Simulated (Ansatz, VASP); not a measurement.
**One calculation of Sb, two programs**

```
Sb
1.0
     3.12240    0.00000    0.00000
     0.00000    4.34752    0.00000
    -0.03891    0.00000    4.40585
Sb
2
Direct
  0.01139 0.25000 0.24117
  0.98861 0.75000 0.75883
```

Alike in both runs: task single point; functional LDA; k mesh 9 × 6 × 6; occupations fermi-dirac, width 0.05 eV; no spin polarisation.

```csv
,VASP,Ansatz
version,VASP 6.6.1,Ansatz 0.2.0
potentials or method,"VASP PAW LDA potentials, release 64 (Sb)",Ansatz PAW
plane-wave cutoff (eV),520,420
valence electrons in the cell,10,30
```

|  | VASP | Ansatz | Ansatz less VASP |
| --- | --- | --- | --- |
| gap on the k mesh at the Fermi level (eV) | none | none | - |
| pressure (GPa) | -3.2 | -3.3 | -0.14 |
| traceless stress, the component that is largest in VASP (GPa) | 0.35 | 0.39 | +0.034 |
| rms of the force components (eV/Å) | 0.025 | 0.022 | -0.0035 |

LDA's correlation is that of Perdew and Zunger in VASP and of Perdew and Wang (1992) in Ansatz. Atom by atom the forces differ by 0.008 eV/Å (rms over components). A gap of «none» marks a metal or a gap that the smearing closes. VASP's potentials hold 10 valence electrons a cell and Ansatz's 30, so a difference there can come from the potentials and not from the codes.

Neither program's run includes spin-orbit coupling.
